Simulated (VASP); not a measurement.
A run of VASP 6.6.1:

Contents of INCAR:

```
SYSTEM = HfB
PREC = Accurate ; ENCUT = 600
EDIFF = 1E-6 ; ISMEAR = -1
SIGMA = 0.05 ; LREAL = .FALSE.
LASPH = .TRUE. ; NELM = 80
ALGO = Normal ; ISIF = 3
LWAVE = .FALSE. ; LCHARG = .FALSE.
GGA = RE ; IVDW = 13
IBRION = 2 ; NSW = 60
EDIFFG = -0.01
```

The input KPOINTS:

```
regular mesh
0
G
  10 10 10
  0 0 0
```

Contents of POSCAR:

```
HfB
1.0
    0.0000000000      2.3100000000      2.3100000000
    2.3100000000      0.0000000000      2.3100000000
    2.3100000000      2.3100000000      0.0000000000
Hf B
1 1
Direct
    0.5000000000      0.5000000000      0.5000000000
    0.0000000000      0.0000000000      0.0000000000
```

Potentials or basis: VASP PAW PBE potentials, release 64 (Hf_pv, B).

Run with:

```sh
$ cat potpaw_PBE.64/Hf_pv/POTCAR potpaw_PBE.64/B/POTCAR > POTCAR
$ mpirun -np 1 vasp_std > vasp.out
```

Hardware: 1 thread of Intel Xeon 8259CL, with other jobs on the host.

Q: Estimate the wall time of this run.

A: It took 2.6 min on 1 thread of Intel Xeon 8259CL, on a shared host, peak memory 0.18 GiB. Counts: scf iterations 61, k points 47, ion steps 15.
